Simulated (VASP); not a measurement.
**Si: single point with r2SCAN50**

Si:

```
CELL_PARAMETERS angstrom
0.00000 2.68506 2.68506
2.68506 0.00000 2.68506
2.68506 2.68506 0.00000
ATOMIC_POSITIONS crystal
Si 0.50000 0.50000 0.50000
Si 0.75000 0.75000 0.75000
```

| Property | Result |
| --- | --- |
| Program | VASP 6.6.1 |
| Task | single point |
| Functional | r2SCAN50 |
| Potentials or basis | VASP PAW PBE potentials, release 64 (Si) |
| Cutoff | 520 eV |
| k mesh | 4 × 4 × 4 |
| Occupations | fermi-dirac, width 0.05 eV |
| Spin | no spin polarisation |

```yaml
Pressure: 2.3 GPa
Band_gap_on_the_k_mesh: 3.39 eV, indirect (least direct gap 5.67 eV)
```

Levels at points of the mesh, in eV from the valence-band top:
| k point | band 2 | band 3 | band 4 | band 5 | band 6 | band 7 |
| --- | --- | --- | --- | --- | --- | --- |
| (0.00, 0.00, 0.00) | 0.00 | 0.00 | 0.00 | 5.67 | 5.67 | 5.67 |
| (0.50, 0.00, 0.00) | -8.78 | -1.50 | -1.50 | 4.72 | 6.51 | 6.51 |
| (0.50, 0.50, 0.00) | -9.77 | -3.61 | -3.61 | 3.39 | 3.39 | 14.88 |

Wall time 4.8 min on 1 thread of Intel(R) Xeon(R) Platinum 8488C (Sapphire Rapids), on a shared host, peak memory 0.16 GiB.

Caveat: the k points lie up to 0.51 Å⁻¹ apart; the PAW data sets were made with another functional, which shifts forces and pressure a little. A k mesh can miss the band edges.
